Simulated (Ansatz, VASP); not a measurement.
MgO in VASP and in Ansatz

The input POSCAR:

```
MgO
1.0
    0.0000000000      2.1021086852      2.0705770549
    2.1021086852      0.0000000000      2.0705770549
    2.1021086852      2.1021086852      0.0000000000
Mg O
1 1
Direct
    0.0000000000      0.0000000000      0.0000000000
    0.5000000000      0.5000000000      0.5000000000
```

INCAR.step1

```
ALGO     = Normal         # electronic algorithm
EDIFF    = 1E-4           # SCF threshold, eV
ENCUT    = 520            # plane-wave cutoff, eV
GGA      = PE             # functional
ISMEAR   = 0              # smearing method
LASPH    = T              # aspherical terms in the spheres
LCHARG   = F              # write CHGCAR
LREAL    = F              # projectors in reciprocal space
LWAVE    = T              # write WAVECAR
NBANDS   = 11             # bands
NELM     = 80             # most SCF steps
PREC     = Accurate       # precision mode
SIGMA    = 0.05           # smearing width, eV
```

INCAR.step2

```
ALGO     = Normal         # electronic algorithm
EDIFF    = 1E-6           # SCF threshold, eV
ENCUT    = 520            # plane-wave cutoff, eV
ISIF     = 2              # what is computed and relaxed
ISMEAR   = 0              # smearing method
ISTART   = 1            
LASPH    = T              # aspherical terms in the spheres
LCHARG   = T              # write CHGCAR
LELF     = T              # ELF
LMIXTAU  = T            
LREAL    = F              # projectors in reciprocal space
LVHAR    = T            
LWAVE    = F              # write WAVECAR
METAGGA  = R2SCAN         # meta-GGA
NBANDS   = 11             # bands
NELM     = 80             # most SCF steps
PREC     = Accurate       # precision mode
SIGMA    = 0.05           # smearing width, eV
```

The input KPOINTS:

```
k-points
0
Gamma
  10 10 10
```

Input for Ansatz:

```yaml
crystal:
  lattice:
    - [0.0, 2.1021086852, 2.0705770549]
    - [2.1021086852, 0.0, 2.0705770549]
    - [2.1021086852, 2.1021086852, 0.0]
  atoms:
    - { symbol: Mg, position: [0.0, 0.0, 0.0] }
    - { symbol: O, position: [0.5, 0.5, 0.5] }
basis:
  ecutwfc: 500
kpoints:
  mp_grid: { grid: [10, 10, 10] }
hamiltonian:
  xc: r2scan
scf:
  occupations: { method: gaussian, width: 0.05 }
output:
  forces: true
  stress: true
  eigenvalues: true
  write_density: true
  write_potential: true
  elf: true
  volumetric_format: npy
```

Change from the starting cell: strain -0.0150 x Voigt [0, 0, 1, 0, 0, 0], atoms carried along.

Alike in both runs: task single point; functional r2SCAN; k mesh 10 × 10 × 10; occupations gaussian, width 0.05 eV; no spin polarisation.

|  | VASP | Ansatz |
| --- | --- | --- |
| version | VASP 6.6.1 | Ansatz 0.2.0 |
| potentials or method | VASP PAW PBE potentials, release 64 (Mg, O), cutoff 520 eV | scalar-relativistic, plane waves, PAW |
| valence electrons in the cell | 8 | 16 |

|  | VASP | Ansatz | Ansatz less VASP |
| --- | --- | --- | --- |
| gap on the k mesh at the Fermi level (eV) | 5.80 | 5.83 | +0.025 |
| least direct gap on the mesh (eV) | 5.80 | 5.83 | +0.025 |
| pressure (GPa) | 1.6 | 2.7 | +1.16 |
| traceless stress, the component that is largest in VASP (GPa) | 2.44 | 2.44 | +0.001 |

VASP's potentials were made for PBE, not for r2SCAN. With one functional, cell and mesh, what is left measures potentials, basis and numerics. VASP's potentials hold 8 valence electrons a cell and Ansatz's 16, so a difference there can come from the potentials and not from the codes.
